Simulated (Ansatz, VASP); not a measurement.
This is a calculation of Sn for VASP 6.6.1.

INCAR

```
PREC = Accurate
ENCUT = 600
EDIFF = 1E-6
ISMEAR = -1
SIGMA = 0.05
LREAL = False
LASPH = True
NELM = 80
ALGO = Normal
ISIF = 3
LWAVE = False
LCHARG = False
GGA = PS
IBRION = 2
NSW = 60
EDIFFG = -0.01
```

Contents of KPOINTS:

```
Automatic mesh
0
Gamma
  11 11 11
```

Contents of POSCAR:

```
Sn
1.0
   -1.7265390000      1.7755470000      2.3383420000
    1.7265390000     -1.7755470000      2.3383420000
    1.7265390000      1.7755470000     -2.3383420000
Sn
1
Direct
    0.0000000000      0.0000000000      0.0000000000
```

Potentials or basis: VASP PAW PBE potentials, release 64 (Sn_d).

The run is started by

```sh
$ cat potpaw_PBE.64/Sn_d/POTCAR > POTCAR
$ mpirun -np 1 vasp_std > vasp.out
```

Set up the same calculation for Ansatz 0.2.0. Potentials there: Ansatz PAW.

As run (the cutoff follows the program's own potentials):

input.yaml

```yaml
crystal:
  lattice:
    - [-1.726539, 1.775547, 2.338342]
    - [1.726539, -1.775547, 2.338342]
    - [1.726539, 1.775547, -2.338342]
  atoms:
    - { symbol: Sn, position: [0.0, 0.0, 0.0] }
hamiltonian:
  xc: pbesol
  pseudopotentials: { kind: paw }
kpoints:
  mp_grid: { grid: [11, 11, 11] }
scf:
  occupations: { method: fermi_dirac, width: 0.05 }
output:
  forces: true
  stress: true
  eigenvalues: true
relax:
  f_tol: 0.01
  max_steps: 40
  cell: { stress_tol: 0.05 }
```

Potentials or basis: Ansatz PAW.

Command:

```sh
$ ansatz run input.yaml --threads 2 --pin off --max-ram 5632MiB --backend cpu --events-out ev --progress --plain --runs-dir out
```

Both were run:

|  | VASP | Ansatz | Ansatz less VASP |
| --- | --- | --- | --- |
| gap on the k mesh at the Fermi level, each at its own relaxed structure (eV) | none | none | - |
| relaxed volume (Å³/atom) | 26.59 | 26.57 | -0.027 |
| relaxed length of the cell vector where the two differ most in proportion (Å) | 3.332 | 3.328 | -0.0036 |

VASP's potentials were made for PBE, not for PBEsol. A gap of «none» marks a metal or a gap that the smearing closes.

Noted on Ansatz's run: the plane-wave basis is chosen anew once the cell has moved, so the energies of steps on either side of that aren't comparable.
